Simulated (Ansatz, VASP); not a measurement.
**BeTlMo in VASP and in Ansatz**

```
Be Tl Mo
1.0
     3.85250    0.00000    0.00000
     0.00000    3.85250    0.00000
     0.00000    0.00000    6.73765
Be Tl Mo
2 2 2
Direct
  0.00000 0.50000 0.31402
  0.50000 0.00000 0.68598
  0.00000 0.00000 0.00000
  0.50000 0.50000 0.00000
  0.00000 0.50000 0.64902
  0.50000 0.00000 0.35098
```

Alike in both runs: functional PBE; k mesh 10 × 10 × 6; occupations gaussian, width 0.1 eV; no spin polarisation.

Ansatz relaxed the structure, and its values are those at the end. VASP's run is a single point on that final structure, the one shown.

|  | VASP | Ansatz |
| --- | --- | --- |
| version | VASP 6.6.1 | Ansatz 0.2.0 |
| potentials or method | VASP PAW PBE potentials, release 64 (Be, Tl_d, Mo_sv), cutoff 520 eV | scalar-relativistic, plane waves, PAW |
| valence electrons in the cell | 58 | 58 |

|  | VASP | Ansatz | Ansatz less VASP |
| --- | --- | --- | --- |
| gap on the k mesh at the Fermi level (eV) | none | none | - |
| pressure (GPa) | 0.1 | 0.0 | -0.08 |
| rms of the force components (eV/Å) | 0.004 | 0.002 | -0.0024 |

A gap of «none» marks a metal or a gap that the smearing closes. The functional is the same, so the differences come from potentials, cutoffs and numerics.

Spin-orbit coupling is off throughout.
